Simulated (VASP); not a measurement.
**P: single point with r2SCAN+rVV10**

The system is P, a sheet with vacuum.

```
P
1.0
     3.28691    0.00000    0.00000
     0.00000    4.58754    0.00000
     0.00000    0.00000   28.00000
P
4
Direct
  0.00000 0.08972 0.25016
  0.50000 0.41028 0.25016
  0.50000 0.58972 0.32484
  0.00000 0.91028 0.32484
```

```json
{
 "Program": "VASP 6.6.1",
 "Task": "single point",
 "Functional": "r2SCAN",
 "Dispersion": "rVV10",
 "Potentials or basis": "VASP PAW PBE potentials, release 64 (P)",
 "Cutoff": "440 eV",
 "k mesh": "10 × 8 × 1",
 "Occupations": "gaussian, width 0.03 eV",
 "Spin": "no spin polarisation",
 "Dipole correction": "yes",
 "Further INCAR settings": "ALGO = Normal; EDIFF = 1e-06; NBANDS = 18"
}
```

```yaml
Largest_force: 0.096 eV/Å
Band_gap_on_the_k_mesh: 1.05 eV
```

Forces on the atoms (eV/Å):
```
P    0.000  0.078  0.056
P    0.000 -0.078  0.056
P    0.000  0.078 -0.056
P    0.000 -0.078 -0.056
```

Levels at points of the mesh, in eV from the valence-band top:
| k point | band 8 | band 9 | band 10 | band 11 | band 12 | band 13 |
| --- | --- | --- | --- | --- | --- | --- |
| (0.00, 0.00, 0.00) | -1.97 | -1.77 | 0.00 | 1.05 | 1.86 | 2.98 |
| (0.50, 0.00, 0.00) | -2.88 | -2.04 | -2.04 | 1.48 | 1.48 | 2.42 |
| (0.00, 0.50, 0.00) | -2.81 | -1.35 | -1.35 | 2.40 | 2.40 | 3.95 |
| (0.50, 0.50, 0.00) | -4.77 | -1.19 | -1.19 | 2.62 | 2.62 | 4.18 |

It took 21 min on 1 thread of AMD EPYC 7R13 Processor (Zen 3), on a shared host, peak memory 0.95 GiB.

Caveat: the PAW data sets were made with another functional, which shifts forces and pressure a little.
